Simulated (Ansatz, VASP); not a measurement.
Two plane-wave programs on P

```
P
1.0
     3.30312    0.00000    0.00000
     0.00000   34.86296    0.00000
     0.00000    0.00000    4.63497
P
4
Direct
  0.00000 0.96981 0.58915
  0.00000 0.03019 0.41085
  0.50000 0.03019 0.08915
  0.50000 0.96981 0.91085
```

Alike in both runs: task single point; functional PBE; k mesh 8 × 1 × 6; occupations gaussian, width 0.02 eV; no spin polarisation.

```csv
,VASP,Ansatz
version,VASP 6.6.1,Ansatz 0.2.0
potentials or method,"VASP PAW PBE potentials, release 64 (P), cutoff 520 eV","scalar-relativistic, plane waves, PAW"
valence electrons in the cell,20,20
```

Ansatz gave:

* gap on the k mesh at the Fermi level (eV): 0.91
* least direct gap on the mesh (eV): 0.91
* rms of the force components (eV/Å): 0.002

Q: Estimate VASP's values.

A: gap on the k mesh at the Fermi level (eV): 0.93; least direct gap on the mesh (eV): 0.93; rms of the force components (eV/Å): 0.029.

Atom by atom the forces differ by 0.028 eV/Å (rms over components).
